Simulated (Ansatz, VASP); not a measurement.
One calculation of FeCo, two programs

```xyz
2
Lattice="2.8449 0.0000 0.0000 0.0000 2.8449 0.0000 0.0000 0.0000 2.8449" Properties=species:S:1:pos:R:3 pbc="T T T"
Fe    1.4224    1.4224    1.4224
Co    0.0000    0.0000    0.0000
```

Alike in both runs: functional PBE; k mesh 14 × 14 × 14; occupations gaussian, width 0.1 eV; collinear spin.

Ansatz relaxed the structure, and its values are those at the end. VASP's run is a single point on that final structure, the one shown.

|  | VASP | Ansatz |
| --- | --- | --- |
| version | VASP 6.6.1 | Ansatz 0.2.0 |
| potentials or method | VASP PAW PBE potentials, release 64 (Fe, Co), cutoff 600 eV | scalar-relativistic, plane waves, PAW |
| valence electrons in the cell | 17 | 33 |

|  | VASP | Ansatz | Ansatz less VASP |
| --- | --- | --- | --- |
| gap on the k mesh at the Fermi level (eV) | none | none | - |
| pressure (GPa) | -0.4 | 0.0 | +0.42 |
| net moment per atom (μB) | 2.26 | 2.27 | +0.005 |
| size of the moment on the site where the two differ most (μB) | 1.76 | 1.83 | +0.069 |

Site moments also hang on the region over which each program counts them. A gap of «none» marks a metal or a gap that the smearing closes. The functional is the same, so the differences come from potentials, cutoffs and numerics. VASP's potentials hold 17 valence electrons a cell and Ansatz's 33, so a difference there can come from the potentials and not from the codes.
